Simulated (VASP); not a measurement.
A run of VASP 6.6.1 is set up as follows.

Contents of INCAR:

```
SYSTEM = MnSi
  PREC = Accurate
  ENCUT = 520
  EDIFF = 1E-6
  ISMEAR = 0
  SIGMA = 0.05
  LREAL = .False.
  LASPH = .True.
  NELM = 60
  ALGO = Normal
  ISIF = 2
  LWAVE = .False.
  LCHARG = .False.
  GGA = PE
  NBANDS = 44
```

Contents of KPOINTS:

```
regular mesh
0
Gamma
  8 8 8
  0 0 0
```

File POSCAR:

```
MnSi
1.0
    4.5271226281      0.0000000000      0.0000000000
    0.0000000000      4.5271226281      0.0000000000
    0.0000000000      0.0000000000      4.5271226281
Mn Si
4 4
Direct
    0.1365363635      0.1365363635      0.1365363635
    0.3634636365      0.8634636365      0.6365363635
    0.6365363635      0.3634636365      0.8634636365
    0.8634636365      0.6365363635      0.3634636365
    0.8454164726      0.8454164726      0.8454164726
    0.6545835274      0.1545835274      0.3454164726
    0.3454164726      0.6545835274      0.1545835274
    0.1545835274      0.3454164726      0.6545835274
```

Potentials or basis: VASP PAW PBE potentials, release 64 (Mn_pv, Si).

Launch:

```sh
$ cat potpaw_PBE.64/Mn_pv/POTCAR potpaw_PBE.64/Si/POTCAR > POTCAR
$ mpirun -np 1 vasp_std > vasp.out
```

(1) Predict the pressure.

(2) Estimate the largest force.

## Answers

(1) -4.2 GPa.

(2) 0.013 eV/Å.
